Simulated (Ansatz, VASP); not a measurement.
## SnTe: VASP beside Ansatz

Contents of POSCAR:

```
SnTe
1.0
    0.0000000000      3.2519068128      3.2519068128
    3.2519068128      0.0000000000      3.2519068128
    3.2519068128      3.2519068128      0.0000000000
Sn Te
1 1
Direct
    0.0000000000      0.0000000000      0.0000000000
    0.5000000000      0.5000000000      0.5000000000
```

INCAR.step1

```
SYSTEM = SnTe
PREC = Accurate
ENCUT = 520
ISMEAR = -1
SIGMA = 0.02
LREAL = .False.
LASPH = .True.
NELM = 80
NBANDS = 17
GGA = PE
ALGO = Normal
EDIFF = 1E-4
LWAVE = .True.
LCHARG = .False.
```

INCAR.step2

```
SYSTEM = SnTe
PREC = Accurate
ENCUT = 520
EDIFF = 1E-6
ISMEAR = -1
SIGMA = 0.02
LREAL = .False.
LASPH = .True.
NELM = 80
ALGO = Normal
ISIF = 2
LWAVE = .False.
LCHARG = .False.
METAGGA = R2SCAN
LMIXTAU = .True.
NBANDS = 17
ISTART = 1
```

Contents of KPOINTS:

```
regular mesh
0
Gamma
  6 6 6
  0 0 0
```

Input for Ansatz:

```yaml
crystal:
  lattice:
    - [0.0, 3.2519068128, 3.2519068128]
    - [3.2519068128, 0.0, 3.2519068128]
    - [3.2519068128, 3.2519068128, 0.0]
  atoms:
    - { symbol: Sn, position: [0.0, 0.0, 0.0] }
    - { symbol: Te, position: [0.5, 0.5, 0.5] }
kpoints:
  mp_grid: { grid: [6, 6, 6] }
hamiltonian:
  xc: r2scan
scf:
  occupations: { method: fermi_dirac, width: 0.02 }
  n_extra_bands: 4
output:
  forces: true
  stress: true
  eigenvalues: true
```

Alike in both runs: task single point; functional r2SCAN; k mesh 6 × 6 × 6; occupations fermi-dirac, width 0.02 eV; no spin polarisation.

|  | VASP | Ansatz |
| --- | --- | --- |
| version | VASP 6.6.1 | Ansatz 0.2.0 |
| potentials or method | VASP PAW PBE potentials, release 64 (Sn_d, Te) | plane waves, PAW |
| plane-wave cutoff (eV) | 520 | 500 |
| valence electrons in the cell | 20 | 30 |

```tsv
	VASP	Ansatz	Ansatz less VASP
pressure (GPa)	-2.3	-2.3	0.00
```

VASP's potentials were made for PBE, not for r2SCAN. VASP's potentials hold 20 valence electrons a cell and Ansatz's 30, so a difference there can come from the potentials and not from the codes.

Neither program's run includes spin-orbit coupling.
